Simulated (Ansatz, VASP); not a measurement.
**One calculation of Be3Te4, two programs**

```
Be Te
1.0
     3.93230    0.00000    0.00000
     0.00000    3.93230    0.00000
     0.00000    0.00000   11.12397
Be Te
3 4
Direct
  0.50000 0.50000 0.25820
  0.50000 0.50000 0.74180
  0.00000 0.00000 0.00000
  0.50000 0.00000 0.38306
  0.00000 0.50000 0.61694
  0.50000 0.00000 0.87263
  0.00000 0.50000 0.12737
```

Alike in both runs: functional PBE; k mesh 4 × 4 × 2; occupations gaussian, width 0.2 eV; no spin polarisation.

Ansatz relaxed the structure, and its values are those at the end. VASP's run is a single point on that final structure, the one shown.

|  | VASP | Ansatz |
| --- | --- | --- |
| version | VASP 6.6.1 | Ansatz 0.2.0 |
| potentials or method | VASP PAW PBE potentials, release 64 (Be, Te), cutoff 520 eV | scalar-relativistic, plane waves, PAW |
| valence electrons in the cell | 30 | 70 |

Ansatz gave:

```
gap on the k mesh at the Fermi level (eV) : none
pressure (GPa)                            : 0.1
rms of the force components (eV/Å)        : 0.007
```

Which values does VASP return?

gap on the k mesh at the Fermi level (eV): none; pressure (GPa): 0.2; rms of the force components (eV/Å): 0.008.

A gap of «none» marks a metal or a gap that the smearing closes. With one functional, cell and mesh, what is left measures potentials, basis and numerics. VASP's potentials hold 30 valence electrons a cell and Ansatz's 70, so a difference there can come from the potentials and not from the codes.

The k mesh is coarse, so the values compare programs but aren't converged. Spin-orbit coupling is off throughout.
